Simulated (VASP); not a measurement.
# CdAgBr3 (R3m) in VASP: a series of runs

CdAgBr3 is run at these levels: PBE; tasks: single point, relaxation of cell and atoms.

All numbers are computed with VASP 6.6.1; they aren't measurements. Logs are shortened: lines on timing, memory, paths and dates and some standing lists are left out, and cuts for length are marked.

### 1 The cell of the first run

The structure is trigonal, space group R3m (No. 160). Conventional cell: a = 7.370 Å, b = 7.370 Å, c = 9.027 Å, α = 90.00°, β = 90.00°, γ = 120.00°. Within 4.6 Å of Cd (site symmetry 3m) lie 12 Br at 3.50 to 3.88 Å and 8 Ag at 4.51 Å. Within 3.3 Å of Ag (site symmetry 3m) lie 6 Br at 2.48 to 2.75 Å. Br (site symmetry m) has 2 Ag at 2.48 to 2.75 Å within 3.3 Å.

### 2 Single point, PBE

Contents of INCAR:

```
PREC = Accurate
ENCUT = 520
EDIFF = 1E-7
ISMEAR = 0
SIGMA = 0.1
LREAL = False
LASPH = True
NELM = 60
ALGO = Normal
ISIF = 2
LWAVE = False
LCHARG = False
GGA = PE
NBANDS = 30
```

Contents of KPOINTS:

```
Automatic mesh
0
Gamma
  4 4 4
```

Contents of POSCAR:

```
CdAgBr3
1.0
    3.6850542400      2.1275670600      3.0088341800
   -3.6850542400      2.1275670600      3.0088341800
    0.0000000000     -4.2551341100      3.0088341800
Cd Ag Br
1 1 3
Direct
    0.4742052800      0.4742052800      0.4742052800
    0.9742052800      0.9742052800      0.9742052800
    0.0000000000      0.5000000000      0.0000000000
    0.5000000000      0.0000000000      0.0000000000
    0.0000000000      0.0000000000      0.5000000000
```

Potentials or basis: VASP PAW PBE potentials, release 64 (Cd, Ag, Br).

The run is started by

```bash
> cat potpaw_PBE.64/Cd/POTCAR potpaw_PBE.64/Ag/POTCAR potpaw_PBE.64/Br/POTCAR > POTCAR
> mpirun -np 1 vasp_std > vasp.out
```

OUTCAR:

```text
PREC = Accurate
   ENCUT = 520
   EDIFF = 1E-7
   ISMEAR = 0
   LREAL = False
   LASPH = True
   NELM = 60
   ISIF = 2
   GGA = PE

 ion  position               nearest neighbor table
   1  0.474  0.474  0.474-
   2  0.974  0.974  0.974-   5 2.48   4 2.48   3 2.48   5 2.75   4 2.75   3 2.75
   3  0.000  0.500  0.000-   2 2.48   2 2.75
   4  0.500  0.000  0.000-   2 2.48   2 2.75
   5  0.000  0.000  0.500-   2 2.48   2 2.75

  LATTYP: Found a simple cubic cell.
 ALAT       =     5.2114536810

  Lattice vectors:

 A1 = (   3.6850542400,   2.1275670600,   3.0088341800)
 A2 = (  -3.6850542400,   2.1275670600,   3.0088341800)
 A3 = (   0.0000000000,  -4.2551341100,   3.0088341800)

Analysis of symmetry for initial positions (statically):
=====================================================================
 Subroutine PRICEL returns:
 Original cell was already a primitive cell.

 Routine SETGRP: Setting up the symmetry group for a
 simple cubic supercell.

 Subroutine GETGRP returns: Found  6 space group operations
 (whereof  6 operations were pure point group operations)
 out of a pool of 48 trial point group operations.

The static configuration has the point symmetry C_3v.

Analysis of symmetry for dynamics (positions and initial velocities):
=====================================================================
 Subroutine PRICEL returns:
 Original cell was already a primitive cell.

 Routine SETGRP: Setting up the symmetry group for a
 simple cubic supercell.

 Subroutine GETGRP returns: Found  6 space group operations
 (whereof  6 operations were pure point group operations)
 out of a pool of 48 trial point group operations.

The dynamic configuration has the point symmetry C_3v.

 Subroutine INISYM returns: Found  6 space group operations
 (whereof  6 operations are pure point group operations),
 and found     1 'primitive' translations

----------------------------------------------------------------------------------------

                                     Primitive cell

  volume of cell :     141.5392

[... 76 lines left out ...]
   ISPIN  =      1    spin polarized calculation?
   LNONCOLLINEAR =      F non collinear calculations
   LSORBIT =      F    spin-orbit coupling
   LASPH  =      T    aspherical Exc in radial PAW
   ENCUT  =  520.0 eV  38.22 Ry    6.18 a.u.   9.69  9.69  9.69*2*pi/ulx,y,z
   NELM   =     60;   NELMIN=  2; NELMDL= -5     # of ELM steps
   EDIFF  = 0.1E-06   stopping-criterion for ELM
   LREAL  =      F    real-space projection
   EDIFFG = 0.1E-05   stopping-criterion for IOM
   NSW    =      0    number of steps for IOM
   IBRION =     -1    ionic relax: 0-MD 1-quasi-New 2-CG
   NFREE  =      0    steps in history (QN), initial steepest desc. (CG)
   ISIF   =      2    stress and relaxation
   ISYM   =      2    0-nonsym 1-usesym 2-fastsym
   POTIM  = 0.5000    time-step for ionic-motion
   TEBEG  =    0.0;   TEEND  =   0.0 temperature during run
   PSTRESS=    0.0 pullay stress
   NELECT =      44.0000    total number of electrons
   NUPDOWN=      -1.0000    fix difference up-down
   EMIN   =  10.00;   EMAX   =-10.00  energy-range for DOS
   EFERMI =   0.00;   METHOD = LEGACY
   ISMEAR =     0;   SIGMA  =   0.10  broadening in eV -4-tet -1-fermi 0-gaus
   EFERMI_NEDOS =   21; number of points for ismear=-14 and -15
   IALGO  =     38    algorithm
   IMIX   =      4    mixing-type and parameters
     AMIX     =   0.40;   BMIX     =  1.00
     AMIX_MAG =   1.60;   BMIX_MAG =  1.00
  volume/ion in A,a.u.               =      28.31       191.03
  Fermi-wavevector in a.u.,A,eV,Ry     =   1.109005  2.095716 16.733698  1.229892
  Thomas-Fermi vector in A             =   2.245539
   LORBIT       =      0    0 simple, 1 ext, 2 COOP (PROOUT), +10 PAW based schemes
   GGA     = PE    functional components
   LHFCALC =     F    Hartree Fock is set to
   AEXX    =    0.0000 exact exchange contribution
   IVDW    =     0    specifies the selected vdW correction
   LEPSILON=     F    determine dielectric tensor
   LRPA    =     F    only Hartree local field effects (RPA)
 non-spin polarized calculation
 Gauss-broadening in eV      SIGMA  =   0.10
  energy-cutoff  :      520.00
  volume of cell :      141.54
 maximum number of plane-waves:      3840
 NGX is ok and might be reduce to    40

 number of electron      44.0000021 magnetization

 Free energy of the ion-electron system (eV)
  ---------------------------------------------------
  ext. energy  EPLUGINS =         0.00000000
  ---------------------------------------------------
  free energy    TOTEN  =        -8.77342660 eV

  energy without entropy =       -8.74485173  energy(sigma->0) =       -8.75913916

 E-fermi :   1.5931     XC(G=0):  -8.9473

 val. band max:        1.5627328065   @ k =  -0.2500   0.5000   0.2500
 cond. band min:       1.6563973155   @ k =   0.2500   0.2500   0.0000
 fundamental gap:      0.0936645090
 Fermi energy:         1.5931000480

 k-point     1 :       0.0000    0.0000    0.0000
  band No.  band energies     occupation
      1     -13.3425      2.00000
      2     -12.5892      2.00000
      3     -12.5892      2.00000
      4      -6.3980      2.00000
      5      -6.3980      2.00000
      6      -6.3964      2.00000
[... 418 lines left out ...]
     29       7.7583      0.00000
     30      10.9840      0.00000

------------------------ aborting loop because EDIFF is reached ----------------------------------------

  FORCE on cell =-STRESS in cart. coord.  units (eV):
  Direction    XX          YY          ZZ          XY          YZ          ZX
  --------------------------------------------------------------------------------------
  -------------------------------------------------------------------------------------
  Total        3.3564006      3.3564006      2.4500320      0.0000000      0.0000000      0.0000000
  in kB       37.9933616     37.9933616     27.7335644      0.0000000      0.0000000      0.0000000
  external PRESSURE =      34.5734292 kB  Pullay stress =       0.0000000 kB

 VOLUME and BASIS-vectors are now :
 -----------------------------------------------------------------------------
  energy-cutoff  :      520.00
  volume of cell :      141.54
      direct lattice vectors                 reciprocal lattice vectors
     3.685054240  2.127567060  3.008834180     0.135683213  0.078336740  0.110784880
    -3.685054240  2.127567060  3.008834180    -0.135683213  0.078336740  0.110784880
     0.000000000 -4.255134110  3.008834180     0.000000000 -0.156673479  0.110784880

 POSITION                                       TOTAL-FORCE (eV/Angst)
 -----------------------------------------------------------------------------------
      0.00000      0.00000      4.28042        -0.000000     -0.000000     -0.248029
      0.00000      0.00000      8.79367        -0.000000      0.000000      1.626750
     -1.84253      1.06378      1.50442         0.777770     -0.449046     -0.459574
      1.84253      1.06378      1.50442        -0.777770     -0.449046     -0.459574
      0.00000     -2.12757      1.50442        -0.000000      0.898091     -0.459574
 -----------------------------------------------------------------------------------
    total drift:                                0.000000      0.000001      0.001249

  FREE ENERGIE OF THE ION-ELECTRON SYSTEM (eV)
  ---------------------------------------------------
  free  energy   TOTEN  =        -8.7734265991 eV

  energy  without entropy=       -8.7448517272  energy(sigma->0) =       -8.75913916
```

stdout:

```text
POSCAR found type information on POSCAR CdAgBr
 POSCAR found :  3 types and       5 ions
 scaLAPACK will be used
 LDA part: xc-table for (Slater+PW92), standard interpolation
 POSCAR, INCAR and KPOINTS ok, starting setup
 FFT: planning ... GRIDC
 FFT: planning ... GRID_SOFT
 FFT: planning ... GRID
 WAVECAR not read
 entering main loop
```

Run time: 76 s. Hardware: 1 thread of Oxide Virtual Turin-like, shared host; peak memory 0.23 GiB.

Results:

```
Free energy            : -8.7734 eV
Pressure               : 3.5 GPa
Largest force          : 1.627 eV/Å
Band gap on the k mesh : zero (bands 22 and 23 overlap by 2.07 eV)
```

Forces on the atoms (eV/Å):
```
Cd   0.000  0.000 -0.248
Ag   0.000  0.000  1.627
Br   0.778 -0.449 -0.460
Br  -0.778 -0.449 -0.460
Br   0.000  0.898 -0.460
```

Stress tensor (GPa, compression positive):
```
3.80 0.00 0.00
0.00 3.80 0.00
0.00 0.00 2.77
```

Caveat: the cell stands under pressure; forces of over 1 eV/Å act on the atoms, so gaps and moduli don't describe the material at rest.

### 3 Single point, PBE

This run uses another cell than the first one, of 44.78 Å³/atom.

Contents of INCAR:

```
PREC = Accurate ; ENCUT = 520
EDIFF = 1E-6 ; ISMEAR = 0
SIGMA = 0.1 ; LREAL = F
LASPH = T ; NELM = 100
ALGO = Normal ; ISIF = 2
LWAVE = F ; LCHARG = F
GGA = PE ; NBANDS = 30
```

KPOINTS is that of step 2.

Contents of POSCAR:

```
CdAgBr3
1.0
    4.1706800486      2.4079432508      3.7160862757
   -4.1706800486      2.4079432508      3.7160862757
    0.0000000000     -4.8158864954      3.7160862797
Cd Ag Br
1 1 3
Direct
    0.2842199412      0.2842199412      0.2842199412
    1.0091659645      1.0091659645      1.0091659645
    0.0483595605      0.5583055333      0.0483595605
    0.5583055333      0.0483595605      0.0483595605
    0.0483595605      0.0483595605      0.5583055333
```

Potentials or basis: VASP PAW PBE potentials, release 64 (Cd, Ag, Br).

The run is started by

```bash
> cat potpaw_PBE.64/Cd/POTCAR potpaw_PBE.64/Ag/POTCAR potpaw_PBE.64/Br/POTCAR > POTCAR
> mpirun -np 1 vasp_std > vasp.out
```

It took 2 min on 1 thread of Oxide Virtual Turin-like, shared host; peak memory 0.33 GiB.

Results (log left out):

```
Free energy            : -10.7096 eV
Pressure               : 0.1 GPa
Largest force          : 0.055 eV/Å
Band gap on the k mesh : 1.14 eV (least direct gap 1.80 eV)
```

Forces in eV/Å, atoms in the order of the input:
```
Cd   0.000  0.000  0.021
Ag   0.000  0.000 -0.022
Br  -0.047  0.027  0.000
Br   0.047  0.027  0.000
Br   0.000 -0.055  0.000
```

Stress tensor (GPa, compression positive):
```
 0.09  0.00  0.00
 0.00  0.09  0.00
 0.00  0.00 -0.02
```

Levels at points of the mesh, in eV from the valence-band top:
| k point | band 20 | band 21 | band 22 | band 23 | band 24 | band 25 |
| --- | --- | --- | --- | --- | --- | --- |
| (0.00, 0.00, 0.00) | -0.92 | -0.65 | -0.65 | 1.14 | 2.45 | 5.75 |
| (0.50, 0.00, 0.00) | -0.87 | -0.86 | -0.78 | 2.67 | 3.10 | 5.51 |
| (0.50, 0.50, 0.00) | -0.90 | -0.73 | -0.02 | 2.77 | 4.16 | 5.26 |
| (0.50, 0.50, 0.50) | -0.68 | 0.00 | 0.00 | 2.26 | 4.29 | 5.60 |

A k mesh can miss the band edges.

### 4 Single point, PBE

This run uses another cell than the first one: it holds 10 atoms, not 5.

Contents of INCAR:

```
PREC = Accurate ; ENCUT = 520
EDIFF = 1E-6 ; ISMEAR = 0
SIGMA = 0.1 ; LREAL = F
LASPH = T ; NELM = 80
ALGO = Normal ; ISIF = 2
LWAVE = F ; LCHARG = F
GGA = PE ; NBANDS = 55
```

Contents of KPOINTS:

```
Automatic mesh
0
Gamma
  2 2 1
```

Contents of POSCAR:

```
CdAgBr3
1.0
   -4.1732463886     -2.4094249258     -3.7139385444
    0.0000000000      4.8188498517     -3.7139385444
    8.3464927771     -4.8188498516     -7.4278770889
Cd Ag Br
2 2 6
Direct
    0.7170003940      0.7170003940      0.8585001970
    0.7170003940      0.7170003940      0.3585001970
    0.9911406216      0.9911406216      0.9955703108
    0.9911406216      0.9911406216      0.4955703108
    0.9513926839      0.9513926839      0.7203315283
    0.9513926839      0.9513926839      0.2203315283
    0.4406630566      0.9513926839      0.9756963419
    0.4406630566      0.9513926839      0.4756963419
    0.9513926839      0.4406630566      0.9756963419
    0.9513926839      0.4406630566      0.4756963419
```

The run is started by

```bash
> cat potpaw_PBE.64/Cd/POTCAR potpaw_PBE.64/Ag/POTCAR potpaw_PBE.64/Br/POTCAR > POTCAR
> mpirun -np 1 vasp_std > vasp.out
```

Run time: 2 min. Hardware: 1 thread of Oxide Virtual Turin-like, shared host; peak memory 0.48 GiB.

The run converged. Its results:

```yaml
Free_energy: -21.3972 eV
Pressure: 0.1 GPa
Largest_force: 0.049 eV/Å
Band_gap_on_the_k_mesh: 1.13 eV
```

Forces in eV/Å, atoms in the order of the input:
```
Cd   0.000  0.000  0.049
Cd   0.000  0.000  0.049
Ag   0.000  0.000  0.004
Ag   0.000  0.000  0.004
Br  -0.029  0.017 -0.018
Br  -0.029  0.017 -0.018
Br   0.029  0.017 -0.018
Br   0.029  0.017 -0.018
Br   0.000 -0.034 -0.018
Br   0.000 -0.034 -0.018
```

Stress tensor (GPa, compression positive):
```
0.16 0.00 0.00
0.00 0.16 0.00
0.00 0.00 0.05
```

Levels at points of the mesh, in eV from the valence-band top:
| k point | band 41 | band 42 | band 43 | band 44 | band 45 | band 46 | band 47 | band 48 |
| --- | --- | --- | --- | --- | --- | --- | --- | --- |
| (0.00, 0.00, 0.00) | -0.85 | -0.76 | -0.63 | -0.63 | 1.13 | 2.49 | 2.70 | 3.10 |
| (0.50, 0.00, 0.00) | -0.85 | -0.76 | -0.72 | -0.02 | 2.70 | 2.81 | 3.10 | 4.15 |
| (0.50, 0.50, 0.00) | -0.67 | -0.02 | 0.00 | 0.00 | 2.27 | 2.81 | 4.15 | 4.31 |

Caveat: the k points lie up to 0.52 Å⁻¹ apart.

### 5 Relaxation of cell and atoms, PBE

Contents of INCAR:

```
SYSTEM = CdAgBr3
ALGO = Normal
EDIFF = 1E-6
EDIFFG = -0.04
ENCUT = 600
GGA = PE
IBRION = 2
ISIF = 3
ISMEAR = 0
LASPH = .True.
LCHARG = .False.
LREAL = .False.
LWAVE = .False.
NELM = 80
NSW = 90
PREC = Accurate
SIGMA = 0.1
```

Contents of KPOINTS:

```
k-points
0
Gamma
  4 4 4
  0 0 0
```

Contents of POSCAR:

```
CdAgBr3
1.0
    3.6850542400      2.1275670600      3.0088341800
   -3.6850542400      2.1275670600      3.0088341800
    0.0000000000     -4.2551341100      3.0088341800
Cd Ag Br
1 1 3
Direct
    0.4742052800      0.4742052800      0.4742052800
    0.9742052800      0.9742052800      0.9742052800
    0.0000000000      0.5000000000      0.0000000000
    0.5000000000      0.0000000000      0.0000000000
    0.0000000000      0.0000000000      0.5000000000
```

The run is started by

```bash
> cat potpaw_PBE.64/Cd/POTCAR potpaw_PBE.64/Ag/POTCAR potpaw_PBE.64/Br/POTCAR > POTCAR
> mpirun -np 1 vasp_std > vasp.out
```

It took 37 min on 1 thread of Oxide Virtual Turin-like, shared host; peak memory 0.27 GiB.

The run converged. Its results:

- Free energy: -10.6942 eV
- Relaxed volume: 44.49 Å³/atom
- Relaxed cell: a = 6.064 Å, b = 6.064 Å, c = 6.064 Å, α = 87.67°, β = 87.67°, γ = 87.67°
- Space group after relaxing (to 0.1 Å): R3m (No. 160)
- Pressure after relaxing: 0.1 GPa
- Largest force after relaxing: 0.038 eV/Å
- Band gap on the k mesh: 1.12 eV (least direct gap 1.72 eV)

Forces in eV/Å, atoms in the order of the input:
```
Cd   0.000  0.000  0.023
Ag   0.000  0.000  0.038
Br   0.004 -0.002 -0.020
Br  -0.004 -0.002 -0.020
Br   0.000  0.004 -0.020
```

Final structure:
```
Cd Ag Br
1.0
     4.19979    2.42475    3.64038
    -4.19979    2.42475    3.64038
     0.00000   -4.84950    3.64038
Cd Ag Br
1 1 3
Direct
  0.28472 0.28472 0.28472
  0.00414 0.00414 0.00414
  0.05025 0.55905 0.05025
  0.55905 0.05025 0.05025
  0.05025 0.05025 0.55905
```

Levels at points of the mesh, in eV from the valence-band top:
| k point | band 19 | band 20 | band 21 | band 22 | band 23 | band 24 | band 25 | band 26 |
| --- | --- | --- | --- | --- | --- | --- | --- | --- |
| (0.00, 0.00, 0.00) | -1.06 | -0.94 | -0.59 | -0.59 | 1.12 | 2.51 | 6.24 | 6.24 |
| (0.50, 0.00, 0.00) | -1.17 | -0.86 | -0.79 | -0.74 | 2.69 | 3.14 | 5.51 | 6.42 |
| (0.50, 0.50, 0.00) | -1.02 | -0.86 | -0.71 | -0.02 | 2.79 | 4.21 | 5.25 | 6.02 |
| (0.50, 0.50, 0.50) | -0.78 | -0.67 | 0.00 | 0.00 | 2.23 | 4.36 | 5.64 | 5.64 |

Caveat: the volume moved by over 15 % at a fixed basis, so the end points are rough.

### 6 Overview

```tsv
task	cell	k mesh	cutoff (eV)	gap on the mesh (eV)	pressure (GPa)	largest force (eV/Å)
single point	a = 5.211 Å, 5 atoms, atomic positions A	4 × 4 × 4	520	none	3.5	1.63
single point	a = 6.083 Å, angles 86.6°, 5 atoms, atomic positions B	4 × 4 × 4	520	1.14	0.1	0.05
single point	a = 6.084, b = 6.084, c = 12.168 Å, angles 86.6°, 10 atoms, atomic positions C	2 × 2 × 1	520	1.13	0.1	0.05
relaxation of cell and atoms	relaxed from a = 5.211 Å, 5 atoms, atomic positions A	4 × 4 × 4	600	1.12	0.1	0.04
```

Alike in all rows: level PBE; potentials or basis VASP PAW PBE potentials, release 64 (Cd, Ag, Br); no spin polarisation; smearing gaussian 0.1 eV.

Caveats: some runs use coarse meshes; the cell stands under pressure (at least some runs); forces of over 1 eV/Å act on the atoms, so gaps and moduli don't describe the material at rest (at least some runs); the volume moved by over 15 % at a fixed basis, so the end points are rough (at least some runs).

Absolute energies hang on the potentials; compare differences alone.

The gap in the log of VASP goes by the Fermi energy; the results here count the filled bands.